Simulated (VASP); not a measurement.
La: single point with LDA

The system is La.

```xyz
1
Lattice="-1.8415 1.8415 1.8415 1.8415 -1.8415 1.8415 1.8415 1.8415 -1.8415" Properties=species:S:1:pos:R:3 pbc="T T T"
La    0.0000    0.0000    0.0000
```

| Property | Result |
| --- | --- |
| Program | VASP 6.6.1 |
| Task | single point |
| Functional | LDA |
| Potentials or basis | VASP PAW LDA potentials, release 64 (La) |
| Cutoff | 520 eV |
| k mesh | 14 × 14 × 14 |
| Occupations | fermi-dirac, width 0.05 eV |
| Spin | no spin polarisation |
| Dipole correction | no |
| Further INCAR settings | ALGO = Normal; EDIFF = 1e-07; NBANDS = 12 |

| Property | Result |
| --- | --- |
| Pressure | 12.0 GPa |

Levels at points of the mesh, in eV from the Fermi level:
| k point | band 1 | band 2 | band 3 | band 4 | band 5 | band 6 | band 7 | band 8 | band 9 | band 10 |
| --- | --- | --- | --- | --- | --- | --- | --- | --- | --- | --- |
| (0.00, 0.00, 0.00) | -32.65 | -14.12 | -14.12 | -14.12 | -2.10 | 1.72 | 1.72 | 1.72 | 1.91 | 1.91 |
| (0.50, 0.00, 0.00) | -31.76 | -18.00 | -15.32 | -14.24 | -2.39 | -0.70 | 1.81 | 2.21 | 2.60 | 3.07 |
| (0.50, 0.50, 0.50) | -31.18 | -16.68 | -16.68 | -16.68 | -3.28 | -3.28 | 2.10 | 2.62 | 2.62 | 2.62 |

Wall time 30 s on 1 thread of Intel(R) Xeon(R) Platinum 8375C CPU @ 2.90GHz (Ice Lake), with other jobs on the host, peak memory 0.16 GiB.

Caveat: spin-orbit coupling is left out, which moves the levels of the heavy elements.
